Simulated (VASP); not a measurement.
# AlGa3N4 (P-42m) in VASP: further runs, part 2 of 2

VASP 6.6.1. The steps go on from the part before.

## Step 3: Single point, PBEsol

File INCAR:

```
ALGO = Normal ; EDIFF = 1E-7
ENCUT = 520 ; GGA = PS
ISIF = 2 ; ISMEAR = 0
LASPH = T ; LCHARG = T
LELF = T ; LREAL = F
LVHAR = T ; LWAVE = F
NBANDS = 41 ; NELM = 80
PREC = Accurate ; SIGMA = 0.02
```

File KPOINTS:

```
k-points
0
Gamma
  6 6 6
```

File POSCAR:

```
AlGa3N4
1.0
    4.4006135017      0.0000000000      0.0000000000
    0.0000000000      4.4006135017      0.0000000000
    0.0000000000      0.0000000000      4.5389859410
Al Ga N
1 3 4
Direct
    0.0000000000      0.0000000000      0.0000000000
    0.5000000000      0.5000000000      0.0000000000
    0.5000000000      0.0000000000      0.5000000000
    0.0000000000      0.5000000000      0.5000000000
    0.7551711795      0.7551711795      0.2451888876
    0.7551711795      0.2448288205      0.7548111124
    0.2448288205      0.7551711795      0.7548111124
    0.2448288205      0.2448288205      0.2451888876
```

Potentials or basis: VASP PAW PBE potentials, release 64 (Al, Ga_d, N).

The run is started by

```sh
$ cat potpaw_PBE.64/Al/POTCAR potpaw_PBE.64/Ga_d/POTCAR potpaw_PBE.64/N/POTCAR > POTCAR
$ mpirun -np 1 vasp_std > vasp.out
```

OUTCAR:

```text
EDIFF = 1E-7
   ENCUT = 520
   GGA = PS
   ISIF = 2
   ISMEAR = 0
   LASPH = T
   LREAL = F
   NELM = 80
   PREC = Accurate

 ion  position               nearest neighbor table
   1  0.000  0.000  0.000-   5 1.89   6 1.89   7 1.89   8 1.89   2 3.11   2 3.11   2 3.11   2 3.11

   2  0.500  0.500  0.000-   5 1.94   6 1.94   7 1.94   8 1.94   1 3.11   1 3.11   1 3.11   1 3.11

   3  0.500  0.000  0.500-   5 1.94   6 1.94   7 1.94   8 1.94
   4  0.000  0.500  0.500-   5 1.94   6 1.94   7 1.94   8 1.94
   5  0.755  0.755  0.245-   1 1.89   3 1.94   4 1.94   2 1.94
   6  0.755  0.245  0.755-   1 1.89   3 1.94   4 1.94   2 1.94
   7  0.245  0.755  0.755-   1 1.89   3 1.94   4 1.94   2 1.94
   8  0.245  0.245  0.245-   1 1.89   3 1.94   4 1.94   2 1.94

  LATTYP: Found a simple tetragonal cell.
 ALAT       =     4.4006135017
 C/A-ratio  =     1.0314438974

  Lattice vectors:

 A1 = (   4.4006135017,   0.0000000000,   0.0000000000)
 A2 = (   0.0000000000,   4.4006135017,   0.0000000000)
 A3 = (   0.0000000000,   0.0000000000,   4.5389859410)

Analysis of symmetry for initial positions (statically):
=====================================================================
 Subroutine PRICEL returns:
 Original cell was already a primitive cell.

 Routine SETGRP: Setting up the symmetry group for a
 simple tetragonal supercell.

 Subroutine GETGRP returns: Found  8 space group operations
 (whereof  8 operations were pure point group operations)
 out of a pool of 16 trial point group operations.

The static configuration has the point symmetry D_2d.

Analysis of symmetry for dynamics (positions and initial velocities):
=====================================================================
 Subroutine PRICEL returns:
 Original cell was already a primitive cell.

 Routine SETGRP: Setting up the symmetry group for a
 simple tetragonal supercell.

 Subroutine GETGRP returns: Found  8 space group operations
 (whereof  8 operations were pure point group operations)
 out of a pool of 16 trial point group operations.
[... 138 lines left out ...]
   GGA     = PS    functional components
   LHFCALC =     F    Hartree Fock is set to
   AEXX    =    0.0000 exact exchange contribution
   IVDW    =     0    specifies the selected vdW correction
   LEPSILON=     F    determine dielectric tensor
   LRPA    =     F    only Hartree local field effects (RPA)
 non-spin polarized calculation
 Gauss-broadening in eV      SIGMA  =   0.02
  energy-cutoff  :      520.00
  volume of cell :       87.90
 maximum number of plane-waves:      2416
 NGX is ok and might be reduce to    36
   NGX = 17   NGY = 17   NGZ = 17

 number of electron      61.9999986 magnetization

 Free energy of the ion-electron system (eV)
  ---------------------------------------------------
  ext. energy  EPLUGINS =         0.00000000
  ---------------------------------------------------
  free energy    TOTEN  =       -54.93417324 eV

  energy without entropy =      -54.93417324  energy(sigma->0) =      -54.93417324

 E-fermi :   5.6511     XC(G=0): -11.8183

 val. band max:        5.5149004411   @ k =   0.0000   0.0000   0.0000
 cond. band min:       7.8734692278   @ k =   0.0000   0.0000   0.0000
 fundamental gap:      2.3585687867
 Fermi energy:         5.6511247899

 k-point     1 :       0.0000    0.0000    0.0000
  band No.  band energies     occupation
      1     -10.3317      2.00000
      2      -8.9794      2.00000
      3      -8.9660      2.00000
      4      -8.9660      2.00000
      5      -7.6565      2.00000
      6      -7.6455      2.00000
[... 1045 lines left out ...]
     40      15.2150      0.00000
     41      15.3434      0.00000

 [... further k-points ...]

------------------------ aborting loop because EDIFF is reached ----------------------------------------

  FORCE on cell =-STRESS in cart. coord.  units (eV):
  Direction    XX          YY          ZZ          XY          YZ          ZX
  --------------------------------------------------------------------------------------
  -------------------------------------------------------------------------------------
  Total        2.1849716      2.1849716     -0.0950992      0.0000000      0.0000000      0.0000000
  in kB       39.8264033     39.8264033     -1.7334133      0.0000000      0.0000000      0.0000000
  external PRESSURE =      25.9731311 kB  Pullay stress =       0.0000000 kB

 VOLUME and BASIS-vectors are now :
 -----------------------------------------------------------------------------
  energy-cutoff  :      520.00
  volume of cell :       87.90
      direct lattice vectors                 reciprocal lattice vectors
     4.400613502  0.000000000  0.000000000     0.227241043  0.000000000  0.000000000
     0.000000000  4.400613502  0.000000000     0.000000000  0.227241043  0.000000000
     0.000000000  0.000000000  4.538985941     0.000000000  0.000000000  0.220313527

 POSITION                                       TOTAL-FORCE (eV/Angst)
 -----------------------------------------------------------------------------------
      0.00000      0.00000      0.00000        -0.000000      0.000000      0.000000
      2.20031      2.20031      0.00000        -0.000000      0.000000      0.000000
      2.20031      0.00000      2.26949        -0.000000     -0.000000      0.000000
      0.00000      2.20031      2.26949        -0.000000      0.000000      0.000000
      3.32322      3.32322      1.11291        -0.006171     -0.006171      0.006506
      3.32322      1.07740      3.42608        -0.006171      0.006171     -0.006506
      1.07740      3.32322      3.42608         0.006171     -0.006171     -0.006506
      1.07740      1.07740      1.11291         0.006171      0.006171      0.006506
 -----------------------------------------------------------------------------------
    total drift:                                0.000000      0.000000     -0.000000

  FREE ENERGIE OF THE ION-ELECTRON SYSTEM (eV)
  ---------------------------------------------------
  free  energy   TOTEN  =       -54.9341732446 eV

  energy  without entropy=      -54.9341732446  energy(sigma->0) =      -54.93417324
```

OSZICAR:

```text
N       E                     dE             d eps       ncg     rms          rms(c)
DAV:   1     0.622861830212E+03    0.62286E+03   -0.27839E+04  3776   0.255E+03
DAV:   2     0.515230825971E+02   -0.57134E+03   -0.53105E+03  3520   0.633E+02
DAV:   3    -0.549517395184E+02   -0.10647E+03   -0.10331E+03  3643   0.193E+02
DAV:   4    -0.626358435849E+02   -0.76841E+01   -0.76072E+01  4507   0.549E+01
DAV:   5    -0.628626011174E+02   -0.22676E+00   -0.22624E+00  4094   0.915E+00    0.151E+01
DAV:   6    -0.548171669348E+02    0.80454E+01   -0.22663E+01  6134   0.587E+01    0.454E+00
DAV:   7    -0.550270054352E+02   -0.20984E+00   -0.39076E+00  3886   0.110E+01    0.390E+00
DAV:   8    -0.549741513972E+02    0.52854E-01   -0.53727E-01  5118   0.800E+00    0.112E+00
DAV:   9    -0.549332550093E+02    0.40896E-01   -0.16532E-01  5412   0.545E+00    0.430E-01
DAV:  10    -0.549341054997E+02   -0.85049E-03   -0.15829E-02  3977   0.796E-01    0.166E-01
DAV:  11    -0.549341647713E+02   -0.59272E-04   -0.17339E-03  5487   0.627E-01    0.266E-02
DAV:  12    -0.549341702294E+02   -0.54581E-05   -0.28202E-04  4747   0.288E-01    0.135E-02
DAV:  13    -0.549341718761E+02   -0.16467E-05   -0.30844E-05  5061   0.715E-02    0.554E-03
DAV:  14    -0.549341733186E+02   -0.14426E-05   -0.95763E-06  4022   0.363E-02    0.288E-03
DAV:  15    -0.549341732719E+02    0.46722E-07   -0.10636E-06  4533   0.114E-02    0.114E-03
DAV:  16    -0.549341732446E+02    0.27352E-07   -0.16491E-07  2806   0.837E-03
   1 F= -.54934173E+02 E0= -.54934173E+02  d E =-.742925E-24
```

stdout:

```text
POSCAR found type information on POSCAR AlGaN
 POSCAR found :  3 types and       8 ions
 scaLAPACK will be used
 -----------------------------------------------------------------------------
|                                                                             |
|                                                                             |
|     You enforced a specific xc type in the INCAR file but a different       |
|     I HOPE YOU KNOW WHAT YOU ARE DOING!                                     |
|                                                                             |
 -----------------------------------------------------------------------------

 LDA part: xc-table for (Slater+PW92), standard interpolation
 POSCAR, INCAR and KPOINTS ok, starting setup
 FFT: planning ... GRIDC
 FFT: planning ... GRID_SOFT
 FFT: planning ... GRID
 WAVECAR not read
 entering main loop
```

Run time: 1.8 min. Hardware: 1 thread of Intel Xeon 6975P-C (Granite Rapids), shared host; peak memory 0.27 GiB.

Results:

```
Free energy            : -54.9342 eV
Pressure               : 2.6 GPa
Largest force          : 0.011 eV/Å
Band gap on the k mesh : 2.36 eV
```

Forces in eV/Å, atoms in the order of the input:
```
Al   0.000  0.000  0.000
Ga   0.000  0.000  0.000
Ga   0.000  0.000  0.000
Ga   0.000  0.000  0.000
N   -0.006 -0.006  0.007
N   -0.006  0.006 -0.007
N    0.006 -0.006 -0.007
N    0.006  0.006  0.007
```

Stress tensor (GPa, compression positive):
```
 3.98  0.00  0.00
 0.00  3.98  0.00
 0.00  0.00 -0.17
```

Levels at points of the mesh, in eV from the valence-band top:
| k point | band 27 | band 28 | band 29 | band 30 | band 31 | band 32 | band 33 | band 34 | band 35 | band 36 |
| --- | --- | --- | --- | --- | --- | --- | --- | --- | --- | --- |
| (0.00, 0.00, 0.00) | -2.40 | -2.40 | -0.14 | 0.00 | 0.00 | 2.36 | 3.24 | 3.24 | 3.43 | 6.31 |
| (0.50, 0.00, 0.00) | -2.83 | -1.65 | -1.57 | -1.35 | -1.28 | 4.88 | 4.99 | 6.20 | 6.23 | 7.67 |
| (0.50, 0.50, 0.00) | -3.25 | -0.91 | -0.87 | -0.87 | -0.55 | 6.76 | 6.96 | 6.96 | 7.37 | 7.47 |
| (0.00, 0.00, 0.50) | -3.01 | -1.45 | -1.45 | -1.15 | -1.15 | 4.82 | 4.88 | 5.96 | 5.96 | 7.85 |
| (0.50, 0.00, 0.50) | -3.07 | -1.12 | -1.10 | -1.05 | -0.75 | 6.69 | 6.85 | 6.86 | 7.21 | 7.21 |
| (0.50, 0.50, 0.50) | -0.94 | -0.75 | -0.75 | -0.69 | -0.62 | 4.96 | 4.96 | 4.98 | 6.21 | 8.94 |

Caveat: the PAW data sets were made with another functional, which shifts forces and pressure a little.
